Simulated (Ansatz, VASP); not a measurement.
**In3GaSb2N2 in VASP and in Ansatz**

```
In Ga Sb N
1.0
     4.14644    0.00000    0.00000
     0.00000    4.14644    0.00000
     0.00000    0.00000   11.51964
In Ga Sb N
3 1 2 2
Direct
  0.50000 0.50000 0.76146
  0.00000 0.00000 0.50000
  0.50000 0.50000 0.23854
  0.00000 0.00000 0.00000
  0.00000 0.50000 0.62998
  0.50000 0.00000 0.37002
  0.00000 0.50000 0.10342
  0.50000 0.00000 0.89658
```

Change from the starting cell: species swapped into the In3CuAs2Se2 type (P-4m2, No. 115).

Alike in both runs: task relaxation of cell and atoms; functional PBE; k mesh 3 × 3 × 1; occupations gaussian, width 0.15 eV; no spin polarisation.

|  | VASP | Ansatz |
| --- | --- | --- |
| version | VASP 6.6.1 | Ansatz 0.2.0 |
| potentials or method | VASP PAW PBE potentials, release 64 (In_d, Ga_d, Sb, N), cutoff 600 eV | scalar-relativistic, plane waves, PAW |
| valence electrons in the cell | 72 | 92 |

```tsv
	VASP	Ansatz	Ansatz less VASP
gap on the k mesh at the Fermi level, each at its own relaxed structure (eV)	none	none	-
relaxed volume (Å³/atom)	23.61	23.21	-0.397
relaxed cell length with the largest relative difference (Å)	11.791	10.954	-0.8372
```

A gap of «none» marks a metal or a gap that the smearing closes. One of these differences is far larger than is usual between the two programs; its cause wasn't traced. VASP's potentials hold 72 valence electrons a cell and Ansatz's 92, so a difference there can come from the potentials and not from the codes.

The k mesh is coarse, so the values compare programs but aren't converged. Neither program's run includes spin-orbit coupling.
